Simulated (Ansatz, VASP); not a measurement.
# PtS2: VASP beside Ansatz

File INCAR:

```
PREC = Accurate ; ENCUT = 520
EDIFF = 1E-6 ; ISMEAR = 0
SIGMA = 0.05 ; LREAL = False
LASPH = True ; NELM = 150
ALGO = Normal ; ISIF = 2
LWAVE = False ; LCHARG = False
ISPIN = 2 ; MAGMOM = 0 0 0
LORBIT = 11 ; LMAXMIX = 4
GGA = PE ; NBANDS = 22
```

The input KPOINTS:

```
Automatic mesh
0
Gamma
  6 6 6
```

The input POSCAR:

```
PtS2
1.0
    0.0000000000      2.9659919000      2.9659919000
    2.9659919000      0.0000000000      2.9659919000
    2.9659919000      2.9659919000      0.0000000000
Pt S
1 2
Direct
    0.0000000000      0.0000000000      0.0000000000
    0.2500000000      0.2500000000      0.2500000000
    0.7500000000      0.7500000000      0.7500000000
```

Input for Ansatz:

```yaml
crystal:
  lattice:
    - [0.0, 2.9659919, 2.9659919]
    - [2.9659919, 0.0, 2.9659919]
    - [2.9659919, 2.9659919, 0.0]
  atoms:
    - { symbol: Pt, position: [0.0, 0.0, 0.0], spin: 2.0 }
    - { symbol: S, position: [0.25, 0.25, 0.25] }
    - { symbol: S, position: [0.75, 0.75, 0.75] }
basis:
  ecutwfc: 420
  ecutrho_ratio: 4
kpoints:
  mp_grid: { grid: [6, 6, 6] }
hamiltonian:
  xc: pbe
  hubbard:
    sites:
      - { site: 0, l: d, u_eff: 0.0, starting_ns: [{ spin: up, occupation_matrix: s0up }, { spin: down, occupation_matrix: s0down }] }
    occupation_matrices:
      s0up:
        matrix:
          - [0.97, 0.0, 0.0, 0.0, 0.0]
          - [0.0, 0.02, 0.0, 0.0, 0.0]
          - [0.0, 0.0, 0.97, 0.0, 0.0]
          - [0.0, 0.0, 0.0, 0.97, 0.0]
          - [0.0, 0.0, 0.0, 0.0, 0.97]
      s0down:
        matrix:
          - [0.97, 0.0, 0.0, 0.0, 0.0]
          - [0.0, 0.97, 0.0, 0.0, 0.0]
          - [0.0, 0.0, 0.02, 0.0, 0.0]
          - [0.0, 0.0, 0.0, 0.02, 0.0]
          - [0.0, 0.0, 0.0, 0.0, 0.02]
    ns_hold: until_converged
scf:
  occupations: { method: gaussian, width: 0.05 }
  lower_state_search: "off"
  max_iter: 150
output:
  forces: true
  stress: true
  eigenvalues: true
  populations: true
  hubbard: { sites: [{ site: 0, l: d }] }
magnetization:
  spin_polarized: true
```

Alike in both runs: task single point; functional PBE; k mesh 6 × 6 × 6; occupations gaussian, width 0.05 eV; collinear spin.

|  | VASP | Ansatz |
| --- | --- | --- |
| version | VASP 6.6.1 | Ansatz 0.2.0 |
| potentials or method | VASP PAW PBE potentials, release 64 (Pt, S), cutoff 520 eV | scalar-relativistic, plane waves, PAW |
| valence electrons in the cell | 22 | 30 |

VASP gave:

| Property | Result |
| --- | --- |
| gap on the k mesh at the Fermi level (eV) | none |
| pressure (GPa) | 2.4 |
| net moment per atom (μB) | 0.00 |

Task: Estimate Ansatz's values.

Result: gap on the k mesh at the Fermi level (eV): none; pressure (GPa): 2.7; net moment per atom (μB): 0.00.

A gap of «none» marks a metal or a gap that the smearing closes. VASP's potentials hold 22 valence electrons a cell and Ansatz's 30, so a difference there can come from the potentials and not from the codes. Ansatz's warnings: seeded moment not kept, specified occupation not kept, symmetry narrowed by occupation matrices.

Neither program's run includes spin-orbit coupling.
